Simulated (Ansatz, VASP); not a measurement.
# One calculation of SrTiO3, two programs

```
Sr Ti O
1.0
    -2.77771    2.77771    3.94644
     2.77771   -2.77771    3.94644
     2.77771    2.77771   -3.94644
Sr Ti O
2 2 6
Direct
  0.75000 0.25000 0.50000
  0.25000 0.75000 0.50000
  0.98966 0.00868 0.99834
  0.48966 0.50868 0.99834
  0.25000 0.25000 0.00000
  0.75000 0.75000 0.00000
  0.72819 0.22819 0.95639
  0.22819 0.27181 0.50000
  0.27181 0.77181 0.04361
  0.77181 0.72819 0.50000
```

Change from the starting cell: all Ti atoms moved +0.075 Å, as atom 3 towards its neighbour atom 7 (O) at 1.972 Å.

Alike in both runs: task single point; functional PBE; k mesh 8 × 8 × 8; occupations gaussian, width 0.05 eV; no spin polarisation.

|  | VASP | Ansatz |
| --- | --- | --- |
| version | VASP 6.6.1 | Ansatz 0.2.0 |
| potentials or method | VASP PAW PBE potentials, release 64 (Sr_sv, Ti_sv, O), cutoff 520 eV | scalar-relativistic, plane waves, PAW |
| valence electrons in the cell | 80 | 80 |

```csv
,VASP,Ansatz,Ansatz less VASP
gap on the k mesh at the Fermi level (eV),1.90,1.93,+0.030
least direct gap on the mesh (eV),1.90,1.93,+0.030
pressure (GPa),0.9,0.3,-0.61
"traceless stress, the component that is largest in VASP (GPa)",-0.40,-0.38,+0.015
rms of the force components (eV/Å),0.086,0.086,-0.0008
```

Atom by atom the forces differ by 0.011 eV/Å (rms over components).
